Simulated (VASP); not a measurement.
A run of VASP 6.6.1:

Contents of INCAR:

```
SYSTEM = Pb
  PREC = Accurate
  ENCUT = 520
  EDIFF = 1E-6
  ISMEAR = -1
  SIGMA = 0.05
  LREAL = .FALSE.
  LASPH = .TRUE.
  NELM = 150
  ALGO = Normal
  ISIF = 2
  LWAVE = .FALSE.
  LCHARG = .FALSE.
  LNONCOLLINEAR = .TRUE.
  MAGMOM = 0 0 0
  LORBIT = 11
  LSORBIT = .TRUE.
  GGA_COMPAT = .FALSE.
  LORBMOM = .TRUE.
  GGA = PE
  NBANDS = 25
```

The input KPOINTS:

```
Automatic mesh
0
G
  9 9 9
  0 0 0
```

The input POSCAR:

```
Pb
1.0
    0.0000000000      2.5235621278      2.5235621278
    2.5235621278      0.0000000000      2.5235621278
    2.5235621278      2.5235621278      0.0000000000
Pb
1
Direct
    0.0000000000      0.0000000000      0.0000000000
```

Potentials or basis: VASP PAW PBE potentials, release 64 (Pb_d).

Run with:

```bash
$ cat potpaw_PBE.64/Pb_d/POTCAR > POTCAR
$ mpirun -np 1 vasp_ncl > vasp.out
```

Hardware: 1 thread of Intel(R) Xeon(R) Platinum 8559C (Emerald Rapids), with other jobs on the host.

**Question.** Estimate the wall time of this run.

**Answer.** Run time: 40 s on 1 thread of Intel(R) Xeon(R) Platinum 8559C (Emerald Rapids), with other jobs on the host, peak memory 0.26 GiB. Counts: scf iterations 12, k points 35.
